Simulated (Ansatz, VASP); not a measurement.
**ScAl3: VASP beside Ansatz**

File INCAR:

```
PREC = Accurate
ENCUT = 600
EDIFF = 1E-6
ISMEAR = -1
SIGMA = 0.05
LREAL = False
LASPH = True
NELM = 60
ALGO = Fast
ISIF = 3
LWAVE = False
LCHARG = False
GGA = RE
IBRION = 2
NSW = 60
EDIFFG = -0.01
```

Contents of KPOINTS:

```
Automatic mesh
0
Gamma
  7 7 7
```

Contents of POSCAR:

```
ScAl3
1.0
    4.0878065700      0.0000000000      0.0000000000
    0.0000000000      4.0878065700      0.0000000000
    0.0000000000      0.0000000000      4.0878065700
Sc Al
1 3
Direct
    0.0000000000      0.0000000000      0.0000000000
    0.5000000000      0.5000000000      0.0000000000
    0.0000000000      0.5000000000      0.5000000000
    0.5000000000      0.0000000000      0.5000000000
```

The input input.yaml:

```yaml
crystal:
  lattice:
    - [4.08780657, 0.0, 0.0]
    - [0.0, 4.08780657, 0.0]
    - [0.0, 0.0, 4.08780657]
  atoms:
    - { symbol: Sc, position: [0.0, 0.0, 0.0] }
    - { symbol: Al, position: [0.5, 0.5, 0.0] }
    - { symbol: Al, position: [0.0, 0.5, 0.5] }
    - { symbol: Al, position: [0.5, 0.0, 0.5] }
hamiltonian:
  xc: revpbe
  pseudopotentials: { kind: paw }
kpoints:
  mp_grid: { grid: [7, 7, 7] }
scf:
  occupations: { method: fermi_dirac, width: 0.05 }
output:
  forces: true
  stress: true
  write_density: true
  write_potential: true
  elf: true
  volumetric_format: npy
relax:
  f_tol: 0.01
  max_steps: 40
  cell: { stress_tol: 0.05 }
```

Alike in both runs: task relaxation of cell and atoms; functional revPBE; k mesh 7 × 7 × 7; occupations fermi-dirac, width 0.05 eV; no spin polarisation.

```csv
,VASP,Ansatz
version,VASP 6.6.1,Ansatz 0.2.0
potentials or method,"VASP PAW PBE potentials, release 64 (Sc_sv, Al)",Ansatz PAW
plane-wave cutoff (eV),600,420
valence electrons in the cell,20,20
```

|  | VASP | Ansatz | Ansatz less VASP |
| --- | --- | --- | --- |
| gap on the k mesh at the Fermi level, each at its own relaxed structure (eV) | none | none | - |
| relaxed volume (Å³/atom) | 17.60 | 17.60 | 0.000 |
| relaxed cell length with the largest relative difference (Å) | 4.129 | 4.129 | 0.0000 |

VASP's potentials were made for PBE, not for revPBE. A gap of «none» marks a metal or a gap that the smearing closes.

Noted on Ansatz's run: the plane-wave basis is chosen anew once the cell has moved, so the energies of steps on either side of that aren't comparable.
